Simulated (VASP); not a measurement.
Wanted: the native input for a VASP 6.6.1 run.

```
Task                   : single point
Functional             : PBE
Potentials or basis    : VASP PAW PBE potentials, release 64 (Rh_pv)
Cutoff                 : 500 eV
k mesh                 : 12 × 12 × 12
Occupations            : fermi-dirac, width 0.15 eV
Spin                   : no spin polarisation
Dipole correction      : no
Further INCAR settings : ALGO = Normal; EDIFF = 1e-06; NBANDS = 14
```

The structure of Rh lies in POSCAR:

```
Rh
1.0
    2.6839650000      0.0000000000      0.0000000000
    1.3419825000      2.3243818729      0.0000000000
    1.3419825000      0.7747939576      2.1914482458
Rh
1
Direct
    0.0000000000      0.0000000000      0.0000000000
```

The input as run:

INCAR

```
PREC     = Accurate       # precision mode
ENCUT    = 500            # plane-wave cutoff, eV
EDIFF    = 1E-6           # SCF threshold, eV
ISMEAR   = -1             # smearing method
SIGMA    = 0.15           # smearing width, eV
LREAL    = F              # projectors in reciprocal space
LASPH    = T              # aspherical terms in the spheres
NELM     = 120            # most SCF steps
ALGO     = Normal         # electronic algorithm
ISIF     = 2              # what is computed and relaxed
LWAVE    = F              # write WAVECAR
LCHARG   = F              # write CHGCAR
GGA      = PE             # functional
NBANDS   = 14             # bands
GGA_COMPAT= F
```

KPOINTS

```
Automatic mesh
0
Gamma
  12 12 12
```

Potentials or basis: VASP PAW PBE potentials, release 64 (Rh_pv).

Command:

```console
$ cat potpaw_PBE.64/Rh_pv/POTCAR > POTCAR
$ mpirun -np 1 vasp_std > vasp.out
```

Results of the run:

```yaml
Pressure: 8.6 GPa
```

Wall time 8.5 s on 1 thread of Intel(R) Xeon(R) Platinum 8259CL CPU @ 2.50GHz (Skylake/Cascade Lake) (shared host), peak memory 0.13 GiB.
